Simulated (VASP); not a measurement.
Runs of VASP 6.6.1 on Mg. The structure is that of space group Im-3m (No. 229), or close to it. The cells are those of the table. This isn't the form of Mg at room conditions, which is hcp.

| cell | k mesh | gap on the mesh (eV) | pressure (GPa) |
| --- | --- | --- | --- |
| a = 2.995 Å, angles 109.5°, 1 atom | 14 × 14 × 14 | none | (a) |
| a = 3.038 Å, angles 109.5°, 1 atom | 14 × 14 × 14 | none | 1.6 |
| a = 3.198 Å, angles 109.5°, 1 atom | 14 × 14 × 14 | none | (b) |
| a = 2.951 Å, angles 109.5°, 1 atom | 14 × 14 × 14 | none | 6.1 |
| a = 3.079 Å, angles 109.5°, 1 atom | 14 × 14 × 14 | none | 0.0 |
| a = 3.079 Å, angles 109.5°, 1 atom | 20 × 20 × 20 | none | 0.0 |
| a = 3.159 Å, angles 109.5°, 1 atom | 14 × 14 × 14 | none | -2.4 |
| a = 3.120 Å, angles 109.5°, 1 atom | 14 × 14 × 14 | none | -1.4 |

Alike in all rows: task single point; level PBEsol; potentials or basis VASP PAW PBE potentials, release 64 (Mg); no spin polarisation; cutoff (eV) 520; smearing fermi-dirac 0.1 eV.

Question: Estimate the missing entries.

Answer: (a) 3.6; (b) -3.3.

Caveats: the PAW data sets were made with another functional, which shifts forces and pressure a little; the cell stands under pressure (at least some runs); the cell stands under tension (at least some runs).

A gap of «none» marks levels without a gap at the run's occupations.
